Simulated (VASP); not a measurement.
Wanted: the native input for a VASP 6.6.1 run.

* Task: single point
* Functional: LDA
* Potentials or basis: VASP PAW LDA potentials, release 64 (Hf_pv)
* Cutoff: 520 eV
* k mesh: 8 × 8 × 8
* Occupations: fermi-dirac, width 0.1 eV
* Spin: no spin polarisation
* Dipole correction: no
* Further INCAR settings: ALGO = Normal; EDIFF = 1e-06; NBANDS = 11

The structure of Hf lies in POSCAR:

```
Hf
1.0
    2.8484675487      0.0000000000      0.0000000000
    0.0000000000      2.8484675487      0.0000000000
    0.0000000000      0.0000000000      2.8484675487
Hf
1
Direct
    0.0000000000      0.0000000000      0.0000000000
```

The input as run:

INCAR

```
PREC = Accurate
ENCUT = 520
EDIFF = 1E-6
ISMEAR = -1
SIGMA = 0.1
LREAL = F
LASPH = T
NELM = 100
ALGO = Normal
ISIF = 2
LWAVE = F
LCHARG = T
LELF = T
LVHAR = T
NBANDS = 11
```

KPOINTS

```
Automatic mesh
0
Gamma
  8 8 8
```

Potentials or basis: VASP PAW LDA potentials, release 64 (Hf_pv).

Launch:

```console
$ cat potpaw_LDA.64/Hf_pv/POTCAR > POTCAR
$ mpirun -np 1 vasp_std > vasp.out
```

Results of the run:

```
Pressure               : -1.3 GPa
Band gap on the k mesh : zero (band 5 reaches 5.09 eV, above the bottom of band 6 at 2.53 eV)
```

Caveat: spin-orbit coupling is left out, which moves the levels of the heavy elements.

Wall time 7.3 s on 1 thread of AMD EPYC 7R13 Processor (Zen 3), on a shared host, peak memory 0.1 GiB.
